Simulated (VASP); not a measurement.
# NaF (I4/mmm) in VASP: further runs, part 2 of 2

VASP 6.6.1. The steps go on from the part before.

### Step 5. Single point, PBE (strain -0.030 along x and y, +0.030 along z)

File INCAR:

```
  PREC = Accurate
  ENCUT = 520
  EDIFF = 1E-6
  ISMEAR = 0
  SIGMA = 0.05
  LREAL = False
  LASPH = True
  NELM = 80
  ALGO = Normal
  ISIF = 2
  LWAVE = False
  LCHARG = True
  GGA = PE
  LELF = True
  LVHAR = True
  NBANDS = 14
```

File KPOINTS:

```
regular mesh
0
Gamma
  8 8 8
```

File POSCAR:

```
NaF
1.0
    0.0000000000      2.2536010000      2.3929990000
    2.2536010000      0.0000000000      2.3929990000
    2.2536010000      2.2536010000      0.0000000000
Na F
1 1
Direct
    0.0000000000      0.0000000000      0.0000000000
    0.5000000000      0.5000000000      0.5000000000
```

Potentials or basis: VASP PAW PBE potentials, release 64 (Na_pv, F).

Launch:

```
cat potpaw_PBE.64/Na_pv/POTCAR potpaw_PBE.64/F/POTCAR > POTCAR
mpirun -np 1 vasp_std > vasp.out
```

OUTCAR:

```text
PREC = Accurate
   ENCUT = 520
   EDIFF = 1E-6
   ISMEAR = 0
   LREAL = False
   LASPH = True
   NELM = 80
   ISIF = 2
   GGA = PE

 ion  position               nearest neighbor table
   1  0.000  0.000  0.000-   2 2.25   2 2.25   2 2.25   2 2.25
   2  0.500  0.500  0.500-   1 2.25   1 2.25   1 2.25   1 2.25

  LATTYP: Found a body centered tetragonal cell.
 ALAT       =     3.1870730984
 C/A-ratio  =     1.5016906899

  Lattice vectors:

 A1 = (  -2.2536010000,   0.0000000000,   2.3929990000)
 A2 = (   2.2536010000,   0.0000000000,   2.3929990000)
 A3 = (   0.0000000000,   2.2536010000,  -2.3929990000)

Analysis of symmetry for initial positions (statically):
=====================================================================
 Subroutine PRICEL returns:
 Original cell was already a primitive cell.

 Routine SETGRP: Setting up the symmetry group for a
 body centered tetragonal supercell.

 Subroutine GETGRP returns: Found 16 space group operations
 (whereof 16 operations were pure point group operations)
 out of a pool of 16 trial point group operations.

The static configuration has the point symmetry D_4h.

Analysis of symmetry for dynamics (positions and initial velocities):
=====================================================================
 Subroutine PRICEL returns:
 Original cell was already a primitive cell.

 Routine SETGRP: Setting up the symmetry group for a
 body centered tetragonal supercell.

 Subroutine GETGRP returns: Found 16 space group operations
 (whereof 16 operations were pure point group operations)
 out of a pool of 16 trial point group operations.

The dynamic configuration has the point symmetry D_4h.

 Subroutine INISYM returns: Found 16 space group operations
 (whereof 16 operations are pure point group operations),
 and found     1 'primitive' translations

----------------------------------------------------------------------------------------

                                     Primitive cell

  volume of cell :      24.3067

  direct lattice vectors                    reciprocal lattice vectors
     0.000000000  2.253601000  2.392999000    -0.221867136  0.221867136  0.208942837
[... 119 lines left out ...]
  energy-cutoff  :      520.00
  volume of cell :       24.31
 maximum number of plane-waves:       669
   NGX = 13   NGY = 13   NGZ = 11

 number of electron      13.9999989 magnetization

 Free energy of the ion-electron system (eV)
  ---------------------------------------------------
  ext. energy  EPLUGINS =         0.00000000
  ---------------------------------------------------
  free energy    TOTEN  =        -8.53378034 eV

  energy without entropy =       -8.53378034  energy(sigma->0) =       -8.53378034

 E-fermi :  -1.7475     XC(G=0):  -9.2614

 val. band max:       -1.9805482570   @ k =   0.0000   0.0000   0.0000
 cond. band min:       4.4365234255   @ k =   0.0000   0.0000   0.0000
 fundamental gap:      6.4170716824
 Fermi energy:        -1.7474898853

 k-point     1 :       0.0000    0.0000    0.0000
  band No.  band energies     occupation
      1     -21.1997      2.00000
      2     -20.8634      2.00000
      3     -20.8403      2.00000
      4     -20.8403      2.00000
      5      -1.9871      2.00000
      6      -1.9806      2.00000
      7      -1.9805      2.00000
      8       4.4365      0.00000
      9      16.9059      0.00000
     10      17.3402      0.00000
     11      17.3402      0.00000
     12      20.1109      0.00000
     13      21.4463      0.00000
     14      23.1704      0.00000
[... 377 lines left out ...]
      1     -21.6999      2.00000
      2     -20.8844      2.00000
      3     -20.8569      2.00000
      4     -20.2136      2.00000
      5      -3.2595      2.00000
      6      -2.2664      2.00000
      7      -2.2415      2.00000
      8       7.7617      0.00000
      9      12.0680      0.00000
     10      17.4689      0.00000
     11      17.9153      0.00000
     12      19.4420      0.00000
     13      22.0529      0.00000
     14      24.4138      0.00000

 [... further k-points ...]

------------------------ aborting loop because EDIFF is reached ----------------------------------------

  FORCE on cell =-STRESS in cart. coord.  units (eV):
  Direction    XX          YY          ZZ          XY          YZ          ZX
  --------------------------------------------------------------------------------------
  -------------------------------------------------------------------------------------
  Total        0.8606546      0.8606546      0.0224631      0.0000000      0.0000000     -0.0000000
  in kB       56.7300196     56.7300196      1.4806531      0.0000000      0.0000000     -0.0000000
  external PRESSURE =      38.3135641 kB  Pullay stress =       0.0000000 kB

 VOLUME and BASIS-vectors are now :
 -----------------------------------------------------------------------------
  energy-cutoff  :      520.00
  volume of cell :       24.31
      direct lattice vectors                 reciprocal lattice vectors
     0.000000000  2.253601000  2.392999000    -0.221867136  0.221867136  0.208942837
     2.253601000  0.000000000  2.392999000     0.221867136 -0.221867136  0.208942837
     2.253601000  2.253601000  0.000000000     0.221867136  0.221867136 -0.208942837

 POSITION                                       TOTAL-FORCE (eV/Angst)
 -----------------------------------------------------------------------------------
      0.00000      0.00000      0.00000        -0.000000      0.000000      0.000000
      2.25360      2.25360      2.39300         0.000000     -0.000000      0.000000
 -----------------------------------------------------------------------------------
    total drift:                                0.000000     -0.000000      0.000000

  FREE ENERGIE OF THE ION-ELECTRON SYSTEM (eV)
  ---------------------------------------------------
  free  energy   TOTEN  =        -8.5337803428 eV

  energy  without entropy=       -8.5337803428  energy(sigma->0) =       -8.53378034
```

stdout:

```text
POSCAR found type information on POSCAR NaF
 POSCAR found :  2 types and       2 ions
 scaLAPACK will be used
 LDA part: xc-table for (Slater+PW92), standard interpolation
 POSCAR, INCAR and KPOINTS ok, starting setup
 FFT: planning ... GRIDC
 FFT: planning ... GRID_SOFT
 FFT: planning ... GRID
 WAVECAR not read
 entering main loop
```

It took 35 s on 1 thread of Intel Xeon 6975P-C, shared host; peak memory 0.11 GiB.

Results:

```yaml
Free_energy: -8.5338 eV
Pressure: 3.8 GPa
Band_gap_on_the_k_mesh: 6.42 eV, direct
```

Caveat: the cell differs from its parent crystal (strain -0.030 along x and y, +0.030 along z).

### Step 6. The runs side by side

| cell | gap on the mesh (eV) | pressure (GPa) |
| --- | --- | --- |
| a = 3.237, b = 3.237, c = 3.187 Å, angles 60.5, 60.5, 59.0°, 2 atoms | 6.59 | 5.4 |
| a = 3.262, b = 3.262, c = 3.187 Å, angles 60.8, 60.8, 58.5°, 2 atoms | 6.50 | 4.6 |
| a = 3.212, b = 3.212, c = 3.236 Å, angles 59.7, 59.7, 60.5°, 2 atoms | 6.59 | 5.3 |
| a = 3.287, b = 3.287, c = 3.187 Å, angles 61.0, 61.0, 58.0°, 2 atoms | 6.42 | 3.8 |

Alike in all rows: task single point; level PBE; potentials or basis VASP PAW PBE potentials, release 64 (Na_pv, F); no spin polarisation; k mesh 8 × 8 × 8; cutoff (eV) 520; smearing gaussian 0.05 eV.

Total energies depend on the potentials used, so only differences within one code and one set of settings carry meaning.
